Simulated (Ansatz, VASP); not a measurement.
**Two plane-wave programs on ZrMn2N2**

```
Zr Mn N
1.0
     3.01977    0.00000    0.00000
    -1.50988    2.61520    0.00000
     0.00000    0.00000    6.65365
Zr Mn N
1 2 2
Direct
  0.00000 0.00000 0.00000
  0.33333 0.66667 0.65188
  0.66667 0.33333 0.34812
  0.33333 0.66667 0.21835
  0.66667 0.33333 0.78165
```

Change from the starting cell: species swapped into the CaZn2P2 type (P-3m1, No. 164).

Alike in both runs: functional PBE; k mesh 12 × 12 × 6; occupations gaussian, width 0.1 eV; collinear spin.

Ansatz relaxed the structure, and its values are those at the end. VASP's run is a single point on that final structure, the one shown.

|  | VASP | Ansatz |
| --- | --- | --- |
| version | VASP 6.6.1 | Ansatz 0.2.0 |
| potentials or method | VASP PAW PBE potentials, release 64 (Zr_sv, Mn_pv, N), cutoff 520 eV | scalar-relativistic, plane waves, PAW |
| valence electrons in the cell | 48 | 52 |

```tsv
	VASP	Ansatz	Ansatz less VASP
gap on the k mesh at the Fermi level (eV)	none	none	-
pressure (GPa)	0.6	0.0	-0.55
rms of the force components (eV/Å)	0.020	0.000	-0.0203
net moment per atom (μB)	0.41	0.41	-0.001
size of the moment on the site where the two differ most (μB)	1.11	0.99	-0.125
```

Site moments also hang on the region over which each program counts them. A gap of «none» marks a metal or a gap that the smearing closes. With one functional, cell and mesh, what is left measures potentials, basis and numerics. VASP's potentials hold 48 valence electrons a cell and Ansatz's 52, so a difference there can come from the potentials and not from the codes.
